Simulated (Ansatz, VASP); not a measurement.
TiOs3 in VASP and in Ansatz

```xyz
4
Lattice="0.0000 3.1093 3.1093 3.1093 0.0000 3.1093 3.1093 3.1093 0.0000" Properties=species:S:1:pos:R:3 pbc="T T T"
Ti    3.1093    3.1093    3.1093
Os    1.5547    1.5547    1.5547
Os    4.6640    4.6640    4.6640
Os    0.0000    0.0000    0.0000
```

Alike in both runs: task relaxation of cell and atoms; functional PBE; k mesh 6 × 6 × 6; occupations gaussian, width 0.1 eV; no spin polarisation.

|  | VASP | Ansatz |
| --- | --- | --- |
| version | VASP 6.6.1 | Ansatz 0.2.0 |
| potentials or method | VASP PAW PBE potentials, release 64 (Ti_sv, Os), cutoff 600 eV | scalar-relativistic, plane waves, PAW |
| valence electrons in the cell | 36 | 60 |

Ansatz gave:

* gap on the k mesh at the Fermi level, each at its own relaxed structure (eV): none
* relaxed volume (Å³/atom): 14.82
* relaxed cell length with the largest relative difference (Å): 4.376

Q: What did VASP give for the same quantities?

A: gap on the k mesh at the Fermi level, each at its own relaxed structure (eV): none; relaxed volume (Å³/atom): 14.81; relaxed cell length with the largest relative difference (Å): 4.376.

A gap of «none» marks a metal or a gap that the smearing closes. VASP's potentials hold 36 valence electrons a cell and Ansatz's 60, so a difference there can come from the potentials and not from the codes.

Neither program's run includes spin-orbit coupling.
